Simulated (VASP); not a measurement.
A run of VASP 6.6.1 is set up as follows.

The input INCAR:

```
ALGO = Normal
EDIFF = 1E-6
ENCUT = 520
GGA = PE
ISIF = 2
ISMEAR = 0
LASPH = T
LCHARG = T
LELF = T
LREAL = F
LVHAR = T
LWAVE = F
NBANDS = 16
NELM = 80
PREC = Accurate
SIGMA = 0.1
```

The input KPOINTS:

```
k-points
0
Gamma
  14 14 14
```

Contents of POSCAR:

```
AlRu
1.0
    2.9991722070      0.0000000000      0.0000000000
    0.0000000000      2.9991722070      0.0000000000
    0.0000000000      0.0000000000      2.9991722070
Al Ru
1 1
Direct
    0.0000000000      0.0000000000      0.0000000000
    0.5000000000      0.5000000000      0.5000000000
```

Potentials or basis: VASP PAW PBE potentials, release 64 (Al, Ru_pv).

Run with:

```console
$ cat potpaw_PBE.64/Al/POTCAR potpaw_PBE.64/Ru_pv/POTCAR > POTCAR
$ mpirun -np 1 vasp_std > vasp.out
```

Task: Predict the band gap on the k mesh.

Result: Zero (an odd number of electrons rules out a gap without spin polarisation).

Task: Predict the pressure.

Result: 1.0 GPa.
